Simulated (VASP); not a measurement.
# Ti (Im-3m) in VASP: notebook, part 2 of 2

VASP 6.6.1. Earlier steps stand in the parts before.

### Step 3. Single point, PBE, collinear spin, ferromagnetic start

Contents of INCAR:

```
SYSTEM = Ti
PREC = Accurate
ENCUT = 520
EDIFF = 1E-7
ISMEAR = 0
SIGMA = 0.15
LREAL = .FALSE.
LASPH = .TRUE.
NELM = 150
ALGO = Normal
ISIF = 2
LWAVE = .FALSE.
LCHARG = .TRUE.
ISPIN = 2
MAGMOM = 0.8
LORBIT = 11
NUPDOWN = 0.8
LMAXMIX = 4
GGA = PE
LELF = .TRUE.
LVHAR = .TRUE.
NBANDS = 16
```

Contents of KPOINTS:

```
Automatic mesh
0
G
  22 22 22
  0 0 0
```

Contents of POSCAR:

```
Ti
1.0
   -1.6518192362      1.6518192362      1.6518192362
    1.6518192362     -1.6518192362      1.6518192362
    1.6518192362      1.6518192362     -1.6518192362
Ti
1
Direct
    0.0000000000      0.0000000000      0.0000000000
```

Potentials or basis: VASP PAW PBE potentials, release 64 (Ti_sv).

On the command line:

```bash
> cat potpaw_PBE.64/Ti_sv/POTCAR > POTCAR
> mpirun -np 1 vasp_std > vasp.out
```

OUTCAR:

```text
SYSTEM = Ti
   PREC = Accurate
   ENCUT = 520
   EDIFF = 1E-7
   ISMEAR = 0
   LREAL = .FALSE.
   LASPH = .TRUE.
   NELM = 150
   ISIF = 2
   ISPIN = 2
   LORBIT = 11
   NUPDOWN = 0.8
   GGA = PE

 ion  position               nearest neighbor table
   1  0.000  0.000  0.000-

  LATTYP: Found a body centered cubic cell.
 ALAT       =     3.3036384724

  Lattice vectors:

 A1 = (  -1.6518192362,   1.6518192362,   1.6518192362)
 A2 = (   1.6518192362,  -1.6518192362,   1.6518192362)
 A3 = (   1.6518192362,   1.6518192362,  -1.6518192362)

Analysis of symmetry for initial positions (statically):
=====================================================================
 Subroutine PRICEL returns:
 Original cell was already a primitive cell.

 Routine SETGRP: Setting up the symmetry group for a
 body centered cubic supercell.

 Subroutine GETGRP returns: Found 48 space group operations
 (whereof 48 operations were pure point group operations)
 out of a pool of 48 trial point group operations.
[... 192 lines left out ...]
      6       8.3405      0.00000
[... 435 lines left out ...]
      5       2.7862      1.00000
      6       7.9011      0.07532
[... 8 lines left out ...]
     15      29.0781      0.00000
     16      30.9710      0.00000

 [... further k-points ...]

 spin component 2

 k-point     1 :       0.0000    0.0000    0.0000
  band No.  band energies     occupation
      1     -48.6351      1.00000
      2     -24.5335      1.00000
      3     -24.5335      1.00000
      4     -24.5335      1.00000
      5       2.1294      1.00000
      6       9.0169      0.00000
[... 435 lines left out ...]
      5       3.3490      1.00000
      6       8.5672      0.00000
[... 8 lines left out ...]
     15      29.5358      0.00000
     16      31.5972      0.00000

 [... further k-points ...]

------------------------ aborting loop because EDIFF is reached ----------------------------------------

  FORCE on cell =-STRESS in cart. coord.  units (eV):
  Direction    XX          YY          ZZ          XY          YZ          ZX
  --------------------------------------------------------------------------------------
  -------------------------------------------------------------------------------------
  Total       -0.3523249     -0.3523249     -0.3523249      0.0000000      0.0000000      0.0000000
  in kB      -31.3116811    -31.3116811    -31.3116811      0.0000000      0.0000000      0.0000000
  external PRESSURE =     -31.3116811 kB  Pullay stress =       0.0000000 kB

 VOLUME and BASIS-vectors are now :
 -----------------------------------------------------------------------------
  energy-cutoff  :      520.00
  volume of cell :       18.03
      direct lattice vectors                 reciprocal lattice vectors
    -1.651819236  1.651819236  1.651819236     0.000000000  0.302696560  0.302696560
     1.651819236 -1.651819236  1.651819236     0.302696560  0.000000000  0.302696560
     1.651819236  1.651819236 -1.651819236     0.302696560  0.302696560  0.000000000

 POSITION                                       TOTAL-FORCE (eV/Angst)
 -----------------------------------------------------------------------------------
      0.00000      0.00000      0.00000        -0.000000      0.000000      0.000000
 -----------------------------------------------------------------------------------
    total drift:                               -0.000000      0.000000      0.000000

  FREE ENERGIE OF THE ION-ELECTRON SYSTEM (eV)
  ---------------------------------------------------
  free  energy   TOTEN  =        -7.7164060263 eV

  energy  without entropy=       -7.6891286957  energy(sigma->0) =       -7.70276736

 total charge

# of ion       s       p       d       tot
------------------------------------------
    1        2.236   6.109   1.878  10.222

 magnetization (x)

# of ion       s       p       d       tot
------------------------------------------
    1        0.004   0.042   0.511   0.557
```

OSZICAR:

```text
N       E                     dE             d eps       ncg     rms          rms(c)
DAV:   1     0.906541347419E+02    0.90654E+02   -0.56894E+03 21104   0.851E+02
DAV:   2    -0.451318876452E+01   -0.95167E+02   -0.91103E+02 23472   0.249E+02
DAV:   3    -0.865024087116E+01   -0.41371E+01   -0.41091E+01 24936   0.521E+01
DAV:   4    -0.872885494723E+01   -0.78614E-01   -0.78588E-01 25320   0.671E+00
DAV:   5    -0.873039058688E+01   -0.15356E-02   -0.15356E-02 24416   0.847E-01    0.826E+00
DAV:   6    -0.770478323645E+01    0.10256E+01   -0.12655E+00 21776   0.164E+01    0.236E+00
DAV:   7    -0.770511972044E+01   -0.33648E-03   -0.10304E-01 27896   0.296E+00    0.142E+00
DAV:   8    -0.771113554756E+01   -0.60158E-02   -0.23170E-02 21800   0.150E+00    0.885E-01
DAV:   9    -0.771610495114E+01   -0.49694E-02   -0.98877E-03 22400   0.912E-01    0.204E-01
DAV:  10    -0.771636567251E+01   -0.26072E-03   -0.10185E-03 26904   0.235E-01    0.564E-02
DAV:  11    -0.771640873460E+01   -0.43062E-04   -0.11040E-04 23616   0.863E-02    0.246E-02
DAV:  12    -0.771640743209E+01    0.13025E-05   -0.27301E-05 23152   0.427E-02    0.855E-03
DAV:  13    -0.771640567412E+01    0.17580E-05   -0.22029E-06 25776   0.115E-02    0.264E-03
DAV:  14    -0.771640578728E+01   -0.11315E-06   -0.20212E-07 27984   0.409E-03    0.802E-04
DAV:  15    -0.771640602091E+01   -0.23364E-06   -0.15340E-07 24792   0.210E-03    0.487E-04
DAV:  16    -0.771640602626E+01   -0.53508E-08   -0.18707E-08 14352   0.882E-04
   1 F= -.77164060E+01 E0= -.77027674E+01  d E =-.272773E-01  mag=     0.8000
```

stdout:

```text
POSCAR found type information on POSCAR Ti
 POSCAR found :  1 types and       1 ions
 scaLAPACK will be used
 LDA part: xc-table for (Slater+PW92), standard interpolation
 POSCAR, INCAR and KPOINTS ok, starting setup
 FFT: planning ... GRIDC
 FFT: planning ... GRID_SOFT
 FFT: planning ... GRID
 WAVECAR not read
 entering main loop
```

It took 1.8 min on 1 thread of AMD EPYC 9R45 (Zen 5), shared host; peak memory 0.22 GiB.

What came out:

| Property | Result |
| --- | --- |
| Free energy | -7.7164 eV |
| Pressure | -3.1 GPa |
| Net moment | 0.80 μB per cell |
| Site moments | Ti +0.56 μB |
| Valence electrons inside the program's atomic spheres | Ti 10.22 |

Caveat: the total moment is fixed, so each spin has its own Fermi level.

### Step 4. Single point, PBE, collinear spin, ferromagnetic start

Contents of INCAR:

```
SYSTEM = Ti
PREC = Accurate ; ENCUT = 520
EDIFF = 1E-6 ; ISMEAR = 0
SIGMA = 0.15 ; LREAL = .False.
LASPH = .True. ; NELM = 150
ALGO = Normal ; ISIF = 2
LWAVE = .False. ; LCHARG = .False.
ISPIN = 2 ; MAGMOM = 0.4
LORBIT = 11 ; NUPDOWN = 0.4
LMAXMIX = 4 ; GGA = PE
NBANDS = 16
```

Contents of KPOINTS:

```
Automatic mesh
0
Gamma
  22 22 22
  0 0 0
```

POSCAR is that of step 3.

On the command line:

```bash
> cat potpaw_PBE.64/Ti_sv/POTCAR > POTCAR
> mpirun -np 1 vasp_std > vasp.out
```

Run time: 86 s. Hardware: 1 thread of AMD EPYC 9R45 (Zen 5), shared host; peak memory 0.22 GiB.

Results (log left out):

| Property | Result |
| --- | --- |
| Free energy | -7.7235 eV |
| Pressure | -4.1 GPa |
| Net moment | 0.40 μB per cell |
| Site moments | Ti +0.28 μB |
| Valence electrons inside the program's atomic spheres | Ti 10.22 |

Caveat: the total moment is fixed, so each spin has its own Fermi level.

### Step 5. Single point, PBE, collinear spin, ferromagnetic start

Contents of INCAR:

```
PREC = Accurate
ENCUT = 520
EDIFF = 1E-7
ISMEAR = 0
SIGMA = 0.15
LREAL = False
LASPH = True
NELM = 150
ALGO = Normal
ISIF = 2
LWAVE = False
LCHARG = True
ISPIN = 2
MAGMOM = 0.1
LORBIT = 11
NUPDOWN = 0.1
LMAXMIX = 4
GGA = PE
LELF = True
LVHAR = True
NBANDS = 16
```

Contents of KPOINTS:

```
Automatic mesh
0
Gamma
  22 22 22
```

POSCAR is that of step 4.

On the command line:

```bash
> cat potpaw_PBE.64/Ti_sv/POTCAR > POTCAR
> mpirun -np 1 vasp_std > vasp.out
```

It took 1.7 min on 1 thread of AMD EPYC 9R45 (Zen 5), shared host; peak memory 0.22 GiB.

Results (log left out):

| Quantity | Value |
| --- | --- |
| Free energy | -7.7261 eV |
| Pressure | -4.4 GPa |
| Net moment | 0.10 μB per cell |
| Site moments | Ti +0.07 μB |
| Valence electrons inside the program's atomic spheres | Ti 10.22 |

Caveat: the total moment is fixed, so each spin has its own Fermi level.

### Step 6. The runs side by side

| fixed moment (μB) | pressure (GPa) | moment (μB) |
| --- | --- | --- |
| 0.6 | -3.7 | 0.60 |
| 0.8 | -3.1 | 0.80 |
| 0.4 | -4.1 | 0.40 |
| 0.1 | -4.4 | 0.10 |

Alike in all rows: task single point; level PBE; potentials or basis VASP PAW PBE potentials, release 64 (Ti_sv); spin collinear, ferromagnetic start; cell as given; k mesh 22 × 22 × 22; cutoff (eV) 520; smearing gaussian 0.15 eV.

Caveats: the total moment is fixed, so each spin has its own Fermi level.

Total energies depend on the potentials used, so only differences within one code and one set of settings carry meaning.
